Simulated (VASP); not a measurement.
# Si2Ni (I4/mmm) in VASP: a series of runs

Si2Ni is run at these levels: PBE; tasks: single point.

Everything below comes from runs of VASP 6.6.1. Logs are shortened: lines on timing, memory, paths and dates and some standing lists are left out, and cuts for length are marked.

### 1 The cell of the first run

It takes space group I4/mmm (No. 139, tetragonal). The conventional cell has a = 4.446 Å, b = 4.446 Å, c = 4.087 Å, α = 90.00°, β = 90.00°, γ = 90.00°. Si (site symmetry -4m2) has 2 Si at 2.04 Å and 4 Ni at 2.45 Å within 2.7 Å. Within 3.2 Å of Ni (site symmetry 4/mmm) lie 8 Si at 2.45 Å.

### 2 Single point, PBE

INCAR reads:

```
SYSTEM = Si2Ni
PREC     = Accurate       ! precision mode
ENCUT    = 520            ! plane-wave cutoff, eV
EDIFF    = 1E-7           ! SCF threshold, eV
ISMEAR   = 0              ! smearing method
SIGMA    = 0.15           ! smearing width, eV
LREAL    = .False.        ! projectors in reciprocal space
LASPH    = .True.         ! aspherical terms in the spheres
NELM     = 80             ! most SCF steps
ALGO     = Normal         ! electronic algorithm
ISIF     = 2              ! what is computed and relaxed
LWAVE    = .False.        ! write WAVECAR
LCHARG   = .False.        ! write CHGCAR
GGA      = PE             ! functional
NBANDS   = 16             ! bands
```

KPOINTS reads:

```
regular mesh
0
Gamma
  16 16 16
  0 0 0
```

POSCAR reads:

```
Si2Ni
1.0
    0.0000000000      3.1439505370      2.0435678490
    3.1439505370      0.0000000000      2.0435678490
    3.1439505370      3.1439505370      0.0000000000
Si Ni
2 1
Direct
    0.2500000000      0.2500000000      0.2500000000
    0.7500000000      0.7500000000      0.7500000000
    0.0000000000      0.0000000000      0.0000000000
```

Potentials or basis: VASP PAW PBE potentials, release 64 (Si, Ni).

Command:

```
$ cat potpaw_PBE.64/Si/POTCAR potpaw_PBE.64/Ni/POTCAR > POTCAR
$ mpirun -np 1 vasp_std > vasp.out
```

OUTCAR:

```text
SYSTEM = Si2Ni
   PREC = Accurate
   ENCUT = 520
   EDIFF = 1E-7
   ISMEAR = 0
   LREAL = .False.
   LASPH = .True.
   NELM = 80
   ISIF = 2
   GGA = PE

 ion  position               nearest neighbor table
   1  0.250  0.250  0.250-   2 2.04   2 2.04   3 2.45   3 2.45   3 2.45   3 2.45   2 3.14   2 3.14
                             2 3.14   2 3.14
   2  0.750  0.750  0.750-   1 2.04   1 2.04   3 2.45   3 2.45   3 2.45   3 2.45   1 3.14   1 3.14
                             1 3.14   1 3.14
   3  0.000  0.000  0.000-   2 2.45   2 2.45   2 2.45   1 2.45   2 2.45   1 2.45   1 2.45   1 2.45

  LATTYP: Found a body centered tetragonal cell.
 ALAT       =     4.4462174889
 C/A-ratio  =     0.9192388155

  Lattice vectors:

 A1 = (   0.0000000000,  -3.1439505370,  -2.0435678490)
 A2 = (   0.0000000000,   3.1439505370,  -2.0435678490)
 A3 = (   3.1439505370,   0.0000000000,   2.0435678490)

Analysis of symmetry for initial positions (statically):
=====================================================================
 Subroutine PRICEL returns:
 Original cell was already a primitive cell.

 Routine SETGRP: Setting up the symmetry group for a
 body centered tetragonal supercell.

 Subroutine GETGRP returns: Found 16 space group operations
 (whereof 16 operations were pure point group operations)
 out of a pool of 16 trial point group operations.

The static configuration has the point symmetry D_4h.

Analysis of symmetry for dynamics (positions and initial velocities):
=====================================================================
 Subroutine PRICEL returns:
 Original cell was already a primitive cell.

 Routine SETGRP: Setting up the symmetry group for a
 body centered tetragonal supercell.

 Subroutine GETGRP returns: Found 16 space group operations
 (whereof 16 operations were pure point group operations)
 out of a pool of 16 trial point group operations.

The dynamic configuration has the point symmetry D_4h.

 Subroutine INISYM returns: Found 16 space group operations
 (whereof 16 operations are pure point group operations),
 and found     1 'primitive' translations

----------------------------------------------------------------------------------------

                                     Primitive cell

  volume of cell :      40.3990

  direct lattice vectors                    reciprocal lattice vectors
     0.000000000  3.143950537  2.043567849    -0.159035581  0.159035581  0.244670124
     3.143950537  0.000000000  2.043567849     0.159035581 -0.159035581  0.244670124
     3.143950537  3.143950537  0.000000000     0.159035581  0.159035581 -0.244670124

  length of vectors
     3.749745929  3.749745929  4.446217489     0.332337331  0.332337331  0.332337331

  position of ions in fractional coordinates (direct lattice)
     0.250000000  0.250000000  0.250000000
     0.750000000  0.750000000  0.750000000
     0.000000000  0.000000000  0.000000000

  ion indices of the primitive-cell ions
   primitive index   ion index
                 1           1
                 2           2
                 3           3

----------------------------------------------------------------------------------------

 KPOINTS: regular mesh

Automatic generation of k-mesh.
 Grid dimensions read from file:
 generate k-points for:   16   16   16

 Generating k-lattice:

  Cartesian coordinates                     Fractional coordinates (reciprocal lattice)
    -0.009939724  0.009939724  0.015291883     0.062500000  0.000000000  0.000000000
     0.009939724 -0.009939724  0.015291883     0.000000000  0.062500000  0.000000000
     0.009939724  0.009939724 -0.015291883     0.000000000  0.000000000  0.062500000

  Length of vectors
     0.020771083  0.020771083  0.020771083

  Shift w.r.t. Gamma in fractional coordinates (k-lattice)
     0.000000000  0.000000000  0.000000000

 Subroutine IBZKPT returns following result:
 ===========================================

 Found    349 irreducible k-points:

 Following reciprocal coordinates:
            Coordinates               Weight
  0.000000  0.000000  0.000000      1.000000
  0.062500  0.000000  0.000000      8.000000
  0.125000  0.000000  0.000000      8.000000
  0.187500  0.000000  0.000000      8.000000
  0.250000  0.000000  0.000000      8.000000
  0.312500  0.000000  0.000000      8.000000
[... 16 lines left out ...]
 -0.125000  0.062500  0.000000      8.000000
 -0.062500  0.062500  0.000000      4.000000
 [... further k-points ...]
   k-points           NKPTS =    349   k-points in BZ     NKDIM =    349   number of bands    NBANDS=     16
   number of dos      NEDOS =    301   number of ions     NIONS =      3
   total plane-waves  NPLWV =  28224
   dimension x,y,z NGX =    28 NGY =   28 NGZ =   36
   dimension x,y,z NGXF=    56 NGYF=   56 NGZF=   72
   ions per type =               2   1
   NGX,Y,Z   is equivalent  to a cutoff of  12.41, 12.41, 13.46 a.u.
   NGXF,Y,Z  is equivalent  to a cutoff of  24.83, 24.83, 26.92 a.u.
 SYSTEM =  Si2Ni
   PREC   = accura    normal or accurate (medium, high low for compatibility)
   ISTART =      0    job   : 0-new  1-cont  2-samecut
   ICHARG =      2    charge: 1-file 2-atom 10-const
   ISPIN  =      1    spin polarized calculation?
   LNONCOLLINEAR =      F non collinear calculations
   LSORBIT =      F    spin-orbit coupling
   LASPH  =      T    aspherical Exc in radial PAW
   ENCUT  =  520.0 eV  38.22 Ry    6.18 a.u.   6.97  6.97  8.27*2*pi/ulx,y,z
   NELM   =     80;   NELMIN=  2; NELMDL= -5     # of ELM steps
   EDIFF  = 0.1E-06   stopping-criterion for ELM
   LREAL  =      F    real-space projection
   EDIFFG = 0.1E-05   stopping-criterion for IOM
   NSW    =      0    number of steps for IOM
   IBRION =     -1    ionic relax: 0-MD 1-quasi-New 2-CG
   NFREE  =      0    steps in history (QN), initial steepest desc. (CG)
   ISIF   =      2    stress and relaxation
   ISYM   =      2    0-nonsym 1-usesym 2-fastsym
   POTIM  = 0.5000    time-step for ionic-motion
   TEBEG  =    0.0;   TEEND  =   0.0 temperature during run
   PSTRESS=    0.0 pullay stress
   NELECT =      18.0000    total number of electrons
   NUPDOWN=      -1.0000    fix difference up-down
   EMIN   =  10.00;   EMAX   =-10.00  energy-range for DOS
   EFERMI =   0.00;   METHOD = LEGACY
   ISMEAR =     0;   SIGMA  =   0.15  broadening in eV -4-tet -1-fermi 0-gaus
   EFERMI_NEDOS =   21; number of points for ismear=-14 and -15
   IALGO  =     38    algorithm
   IMIX   =      4    mixing-type and parameters
     AMIX     =   0.40;   BMIX     =  1.00
     AMIX_MAG =   1.60;   BMIX_MAG =  1.00
  volume/ion in A,a.u.               =      13.47        90.88
  Fermi-wavevector in a.u.,A,eV,Ry     =   1.250380  2.362876 21.272046  1.563451
  Thomas-Fermi vector in A             =   2.384377
   LORBIT       =      0    0 simple, 1 ext, 2 COOP (PROOUT), +10 PAW based schemes
   GGA     = PE    functional components
   LHFCALC =     F    Hartree Fock is set to
   AEXX    =    0.0000 exact exchange contribution
   IVDW    =     0    specifies the selected vdW correction
   LEPSILON=     F    determine dielectric tensor
   LRPA    =     F    only Hartree local field effects (RPA)
 non-spin polarized calculation
 Gauss-broadening in eV      SIGMA  =   0.15
  energy-cutoff  :      520.00
  volume of cell :       40.40
 maximum number of plane-waves:      1106
   NGX = 13   NGY = 13   NGZ = 17

 number of electron      18.0000005 magnetization

 Free energy of the ion-electron system (eV)
  ---------------------------------------------------
  ext. energy  EPLUGINS =         0.00000000
  ---------------------------------------------------
  free energy    TOTEN  =       -15.02067412 eV

  energy without entropy =      -15.00991167  energy(sigma->0) =      -15.01529290

 E-fermi :   9.4103     XC(G=0): -11.4675

 val. band max:        9.4009104811   @ k =   0.3750   0.1875   0.1250
 cond. band min:       9.4172281241   @ k =  -0.3750   0.3750   0.2500
 fundamental gap:      0.0163176430
 Fermi energy:         9.4103076748

 k-point     1 :       0.0000    0.0000    0.0000
  band No.  band energies     occupation
      1      -4.1523      2.00000
      2       4.3672      2.00000
      3       6.2695      2.00000
      4       6.2695      2.00000
      5       6.3848      2.00000
      6       7.3002      2.00000
[... 8 lines left out ...]
     15      14.0550      0.00000
     16      14.8190      0.00000

 k-point     2 :       0.0625    0.0000    0.0000
  band No.  band energies     occupation
      1      -4.0933      2.00000
      2       4.2712      2.00000
      3       6.2309      2.00000
      4       6.2499      2.00000
      5       6.3721      2.00000
      6       7.2943      2.00000
[... 8 lines left out ...]
     15      14.6083      0.00000
     16      14.9522      0.00000

 k-point     3 :       0.1250    0.0000    0.0000
  band No.  band energies     occupation
      1      -3.9169      2.00000
      2       3.9698      2.00000
      3       6.1475      2.00000
      4       6.1535      2.00000
      5       6.3841      2.00000
      6       7.2833      2.00000
[... 8 lines left out ...]
     15      15.3401      0.00000
     16      15.6192      0.00000

 k-point     4 :       0.1875    0.0000    0.0000
  band No.  band energies     occupation
      1      -3.6252      2.00000
      2       3.4559      2.00000
      3       5.9926      2.00000
      4       6.0633      2.00000
      5       6.4401      2.00000
      6       7.2779      2.00000
[... 8 lines left out ...]
     15      15.9645      0.00000
     16      16.8022      0.00000
[... 324 lines left out ...]
 k-point    22 :      -0.1875    0.0625    0.0000
  band No.  band energies     occupation
      1      -3.6194      2.00000
      2       3.8127      2.00000
      3       5.9236      2.00000
      4       6.0324      2.00000
      5       6.4255      2.00000
      6       6.8674      2.00000
[... 8 lines left out ...]
     15      15.8715      0.00000
     16      16.4910      0.00000

 k-point    23 :      -0.1250    0.0625    0.0000
  band No.  band energies     occupation
      1      -3.8923      2.00000
      2       4.2307      2.00000
      3       6.1108      2.00000
      4       6.1151      2.00000
      5       6.3548      2.00000
      6       7.2025      2.00000
[... 8 lines left out ...]
     15      14.7596      0.00000
     16      15.7762      0.00000

 k-point    24 :      -0.0625    0.0625    0.0000
  band No.  band energies     occupation
      1      -4.0511      2.00000
      2       4.3629      2.00000
      3       6.1932      2.00000
      4       6.2685      2.00000
      5       6.3033      2.00000
      6       7.2492      2.00000
[... 8 lines left out ...]
     15      14.1102      0.00000
     16      15.2538      0.00000

 [... further k-points ...]

------------------------ aborting loop because EDIFF is reached ----------------------------------------

  FORCE on cell =-STRESS in cart. coord.  units (eV):
  Direction    XX          YY          ZZ          XY          YZ          ZX
  --------------------------------------------------------------------------------------
  -------------------------------------------------------------------------------------
  Total       -2.9382194     -2.9382194     21.1263063      0.0000000      0.0000000     -0.0000000
  in kB     -116.5264040   -116.5264040    837.8450101      0.0000000      0.0000000     -0.0000000
  external PRESSURE =     201.5974007 kB  Pullay stress =       0.0000000 kB

 VOLUME and BASIS-vectors are now :
 -----------------------------------------------------------------------------
  energy-cutoff  :      520.00
  volume of cell :       40.40
      direct lattice vectors                 reciprocal lattice vectors
     0.000000000  3.143950537  2.043567849    -0.159035581  0.159035581  0.244670124
     3.143950537  0.000000000  2.043567849     0.159035581 -0.159035581  0.244670124
     3.143950537  3.143950537  0.000000000     0.159035581  0.159035581 -0.244670124

 POSITION                                       TOTAL-FORCE (eV/Angst)
 -----------------------------------------------------------------------------------
      1.57198      1.57198      1.02178         0.000000      0.000000     -0.000000
      4.71593      4.71593      3.06535        -0.000000     -0.000000      0.000000
      0.00000      0.00000      0.00000         0.000000      0.000000     -0.000000
 -----------------------------------------------------------------------------------
    total drift:                               -0.000000      0.000000      0.000000

  FREE ENERGIE OF THE ION-ELECTRON SYSTEM (eV)
  ---------------------------------------------------
  free  energy   TOTEN  =       -15.0206741206 eV

  energy  without entropy=      -15.0099116723  energy(sigma->0) =      -15.01529290
```

Wall time 5.6 min (1 thread of Intel Xeon 8259CL, shared host); peak memory 0.35 GiB.

What came out:

| Property | Result |
| --- | --- |
| Free energy | -15.0207 eV |
| Pressure | 20.2 GPa |
| Band gap on the k mesh | zero (bands 9 and 10 overlap by 2.77 eV) |

Levels at points of the mesh, in eV from the Fermi level:
```
           k point  band 5  band 6  band 7  band 8  band 9  band 10  band 11  band 12  band 13  band 14
(0.00, 0.00, 0.00)   -3.03   -2.11   -0.73   -0.13   -0.13     1.66     3.53     3.53     3.53     4.64
(0.50, 0.00, 0.00)   -2.33   -2.13   -2.10   -1.80   -1.56     0.04     1.46     6.13     6.60     7.05
(0.50, 0.50, 0.00)   -4.13   -2.27   -2.27   -2.12   -2.06    -1.18     0.22     8.01     8.01     8.77
(0.50, 0.00, 0.50)   -3.51   -2.66   -2.13   -1.94    0.32     1.61     3.32     3.52     4.90     6.90
```

Caveat: the cell stands under pressure. Spin polarisation is off, so any magnetic state and its effect on volume and gap are missing.

### 3 Single point, PBE

This run uses another cell than the first one, of the same volume but with other edges.

INCAR reads:

```
SYSTEM = Si2Ni
PREC = Accurate ; ENCUT = 520
EDIFF = 1E-6 ; ISMEAR = 0
SIGMA = 0.15 ; LREAL = .False.
LASPH = .True. ; NELM = 80
ALGO = Normal ; ISIF = 2
LWAVE = .False. ; LCHARG = .False.
GGA = PE ; NBANDS = 16
```

KPOINTS is that of step 2.

POSCAR reads:

```
Si2Ni
1.0
    0.0000000000      2.3791203072      3.5686804608
    2.3791203072      0.0000000000      3.5686804608
    2.3791203072      2.3791203072      0.0000000000
Si Ni
2 1
Direct
    0.2500000000      0.2500000000      0.2500000000
    0.7500000000      0.7500000000      0.7500000000
    0.0000000000      0.0000000000      0.0000000000
```

Potentials or basis: VASP PAW PBE potentials, release 64 (Si, Ni).

Command:

```
$ cat potpaw_PBE.64/Si/POTCAR potpaw_PBE.64/Ni/POTCAR > POTCAR
$ mpirun -np 1 vasp_std > vasp.out
```

OUTCAR:

```text
SYSTEM = Si2Ni
   PREC = Accurate
   ENCUT = 520
   EDIFF = 1E-6
   ISMEAR = 0
   LREAL = .False.
   LASPH = .True.
   NELM = 80
   ISIF = 2
   GGA = PE

 ion  position               nearest neighbor table
   1  0.250  0.250  0.250-   2 2.38   2 2.38   2 2.38   2 2.38   3 2.45   3 2.45   3 2.45   3 2.45

   2  0.750  0.750  0.750-   1 2.38   1 2.38   1 2.38   1 2.38   3 2.45   3 2.45   3 2.45   3 2.45

   3  0.000  0.000  0.000-   2 2.45   2 2.45   2 2.45   1 2.45   2 2.45   1 2.45   1 2.45   1 2.45

  LATTYP: Found a body centered tetragonal cell.
[... 653 lines left out ...]
  Direction    XX          YY          ZZ          XY          YZ          ZX
  --------------------------------------------------------------------------------------
  -------------------------------------------------------------------------------------
  Total        4.3302582      4.3302582     -3.4470250      0.0000000     -0.0000000      0.0000000
  in kB      171.7330581    171.7330581   -136.7050467      0.0000000     -0.0000000      0.0000000
  external PRESSURE =      68.9203565 kB  Pullay stress =       0.0000000 kB

 VOLUME and BASIS-vectors are now :
 -----------------------------------------------------------------------------
  energy-cutoff  :      520.00
  volume of cell :       40.40
      direct lattice vectors                 reciprocal lattice vectors
     0.000000000  2.379120307  3.568680461    -0.210161713  0.210161713  0.140107809
     2.379120307  0.000000000  3.568680461     0.210161713 -0.210161713  0.140107809
     2.379120307  2.379120307  0.000000000     0.210161713  0.210161713 -0.140107809

 POSITION                                       TOTAL-FORCE (eV/Angst)
 -----------------------------------------------------------------------------------
      1.18956      1.18956      1.78434        -0.000000     -0.000000      0.000000
      3.56868      3.56868      5.35302         0.000000      0.000000     -0.000000
      0.00000      0.00000      0.00000         0.000000     -0.000000      0.000000
 -----------------------------------------------------------------------------------
    total drift:                                0.000000     -0.000000     -0.000000

  FREE ENERGIE OF THE ION-ELECTRON SYSTEM (eV)
  ---------------------------------------------------
  free  energy   TOTEN  =       -16.4046237258 eV

  energy  without entropy=      -16.3884999190  energy(sigma->0) =      -16.39656182
```

OSZICAR:

```text
N       E                     dE             d eps       ncg     rms          rms(c)
DAV:   1     0.639641729947E+02    0.63964E+02   -0.77840E+03 11248   0.114E+03
DAV:   2    -0.152625387271E+02   -0.79227E+02   -0.72502E+02 12472   0.212E+02
DAV:   3    -0.185205033890E+02   -0.32580E+01   -0.32011E+01 14480   0.467E+01
DAV:   4    -0.185729251275E+02   -0.52422E-01   -0.52379E-01 13936   0.569E+00
DAV:   5    -0.185743257376E+02   -0.14006E-02   -0.14005E-02 14896   0.979E-01    0.164E+01
DAV:   6    -0.252915264240E+02   -0.67172E+01   -0.41116E+01 11648   0.152E+02    0.294E+01
DAV:   7    -0.167522815504E+02    0.85392E+01   -0.14112E+01 12928   0.946E+01    0.597E+00
DAV:   8    -0.164162350071E+02    0.33605E+00   -0.21550E+00 15080   0.271E+01    0.260E+00
DAV:   9    -0.164076255547E+02    0.86095E-02   -0.24315E-01 16248   0.712E+00    0.820E-01
DAV:  10    -0.164048236078E+02    0.28019E-02   -0.80854E-03 16184   0.170E+00    0.342E-01
DAV:  11    -0.164046196926E+02    0.20392E-03   -0.12508E-03 17872   0.516E-01    0.778E-02
DAV:  12    -0.164046260988E+02   -0.64062E-05   -0.12705E-04 14304   0.153E-01    0.226E-02
DAV:  13    -0.164046237712E+02    0.23276E-05   -0.99220E-06 14960   0.692E-02    0.386E-03
DAV:  14    -0.164046237258E+02    0.45422E-07   -0.86611E-07  9064   0.128E-02
   1 F= -.16404624E+02 E0= -.16396562E+02  d E =-.161238E-01
```

Run time: 5.4 min. Hardware: 1 thread of Intel Xeon 8259CL, shared host; peak memory 0.35 GiB.

What came out:

- Free energy: -16.4046 eV
- Pressure: 6.9 GPa
- Band gap on the k mesh: zero (bands 9 and 10 overlap by 1.77 eV)

Stress tensor (GPa, compression positive):
```
 17.17   0.00   0.00
  0.00  17.17   0.00
  0.00   0.00 -13.67
```

Caveat: the cell stands under pressure.

(Part 1 of 2 ends here.)
